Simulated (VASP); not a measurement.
Wanted: the native input for a VASP 6.6.1 run.

```
Task                   : single point
Functional             : PBE
Potentials or basis    : VASP PAW PBE potentials, release 64 (Mg, Cu, O)
Cutoff                 : 520 eV
k mesh                 : 2 × 2 × 2
Occupations            : fermi-dirac, width 0.01 eV
Spin                   : collinear spin, ferromagnetic start
Starting moments       : [0.0, 0.0, 0.0, 0.0, 0.0, 0.0, 0.0, 1.0, 0.0, 0.0, 0.0, 0.0, 0.0, 0.0, 0.0, 0.0] μB
Dipole correction      : no
Further INCAR settings : LREAL = Auto; ALGO = Normal; EDIFF = 1e-06; NBANDS = 54; ISYM = 0
```

The structure of Mg7CuO8 (a cell with a defect) lies in POSCAR:

```
Mg7CuO8
1.0
    0.0000000000      4.3554000000      4.3554000000
    4.3554000000      0.0000000000      4.3554000000
    4.3554000000      4.3554000000      0.0000000000
Mg Cu O
7 1 8
Direct
    0.0000000000      0.0000000000      0.0000000000
    0.0000000000      0.0000000000      0.5000000000
    0.0000000000      0.5000000000      0.0000000000
    0.0000000000      0.5000000000      0.5000000000
    0.5000000000      0.0000000000      0.5000000000
    0.5000000000      0.5000000000      0.0000000000
    0.5000000000      0.5000000000      0.5000000000
    0.5000000000      0.0000000000      0.0000000000
    0.2500000000      0.2500000000      0.2500000000
    0.2500000000      0.2500000000      0.7500000000
    0.2500000000      0.7500000000      0.2500000000
    0.2500000000      0.7500000000      0.7500000000
    0.7500000000      0.2500000000      0.2500000000
    0.7500000000      0.2500000000      0.7500000000
    0.7500000000      0.7500000000      0.2500000000
    0.7500000000      0.7500000000      0.7500000000
```

These files were run (other wordings do the same):

INCAR

```
SYSTEM = Mg7CuO8
ALGO     = Normal         ! electronic algorithm
EDIFF    = 1E-6           ! SCF threshold, eV
ENCUT    = 520            ! plane-wave cutoff, eV
GGA      = PE             ! functional
ISIF     = 2              ! what is computed and relaxed
ISMEAR   = -1             ! smearing method
ISPIN    = 2              ! spin polarisation
ISYM     = 0            
LASPH    = .True.         ! aspherical terms in the spheres
LCHARG   = .True.         ! write CHGCAR
LELF     = .True.         ! ELF
LMAXMIX  = 4              ! l up to which the mixer works
LORBIT   = 11             ! projections on sites
LREAL    = Auto         
LVHAR    = .True.       
LWAVE    = .False.        ! write WAVECAR
MAGMOM   = 0 0 0 0 0 0 0 1 0 0 0 0 0 0 0 0 ! initial moments
NBANDS   = 54             ! bands
NELM     = 150            ! most SCF steps
PREC     = Accurate       ! precision mode
SIGMA    = 0.01           ! smearing width, eV
```

KPOINTS

```
k-points
0
Gamma
  2 2 2
  0 0 0
```

Potentials or basis: VASP PAW PBE potentials, release 64 (Mg, Cu, O).

The run is started by

```console
$ cat potpaw_PBE.64/Mg/POTCAR potpaw_PBE.64/Cu/POTCAR potpaw_PBE.64/O/POTCAR > POTCAR
$ mpirun -np 1 vasp_std > vasp.out
```

Results of the run:

```json
{
 "Pressure": "-9.6 GPa",
 "Largest force": "0.414 eV/Å",
 "Band gap on the k mesh": "zero (filled and empty bands overlap)",
 "Net moment": "1.00 μB per cell",
 "Site moments": "Mg -0.00, +0.00; Cu +0.59; O +0.06, -0.00 μB",
 "Valence electrons inside the program's atomic spheres": "Mg 0.34, 0.35; Cu 9.71; O 5.02, 5.05"
}
```

Caveat: the k points lie up to 0.62 Å⁻¹ apart; semilocal functionals often make such compounds metallic where correlation or magnetic order opens a gap, which also shifts bond lengths.

Wall time 5.6 min on 1 thread of Intel(R) Xeon(R) 6975P-C (Granite Rapids), with other jobs on the host, peak memory 0.43 GiB.
